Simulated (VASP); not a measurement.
A run of VASP 6.6.1:

Contents of INCAR:

```
SYSTEM = Ti4Al9
PREC = Accurate ; ENCUT = 520
EDIFF = 1E-6 ; ISMEAR = 0
SIGMA = 0.1 ; LREAL = .False.
LASPH = .True. ; NELM = 80
ALGO = Normal ; ISIF = 2
LWAVE = .False. ; LCHARG = .True.
LDIPOL = .True. ; IDIPOL = 3
DIPOL = 0.5 0.5 0.500 ; GGA = PS
LELF = .True. ; LVHAR = .True.
LVACPOTAV = .True. ; NBANDS = 50
```

Contents of KPOINTS:

```
regular mesh
0
Gamma
  9 6 1
  0 0 0
```

File POSCAR:

```
Ti4Al9
1.0
    3.9724249786      0.0000000000      0.0000000000
    0.0000000000      6.3340202875      0.0000000000
    0.0000000000      0.0000000000     22.4223014059
Al Ti
9 4
Direct
    0.0000000000      0.8270918921      0.3348348011
    0.5000000000      0.1180510556      0.3635066055
    0.5000000000      0.7124347259      0.4127218012
    0.5000000000      0.3130838477      0.4703430920
    0.0000000000      0.6207558132      0.4999999923
    0.5000000000      0.9284274912      0.5296568600
    0.5000000000      0.5290769271      0.5872782211
    0.5000000000      0.1234601753      0.6364934595
    0.0000000000      0.4144197183      0.6651652081
    0.0000000000      0.4158210763      0.3904929627
    0.0000000000      1.0032544136      0.4473128961
    0.0000000000      0.2382569362      0.5526870996
    0.0000000000      0.8256901888      0.6095070009
```

Potentials or basis: VASP PAW PBE potentials, release 64 (Al, Ti_sv).

Command:

```bash
$ cat potpaw_PBE.64/Al/POTCAR potpaw_PBE.64/Ti_sv/POTCAR > POTCAR
$ mpirun -np 1 vasp_std > vasp.out
```

Hardware: 1 thread of Intel(R) Xeon(R) Platinum 8488C (Sapphire Rapids), with other jobs on the host.

Question: Estimate the wall time of this run.

Answer: Wall time 16 min on 1 thread of Intel(R) Xeon(R) Platinum 8488C (Sapphire Rapids), with other jobs on the host, peak memory 0.78 GiB. Counts: scf iterations 25, k points 20.
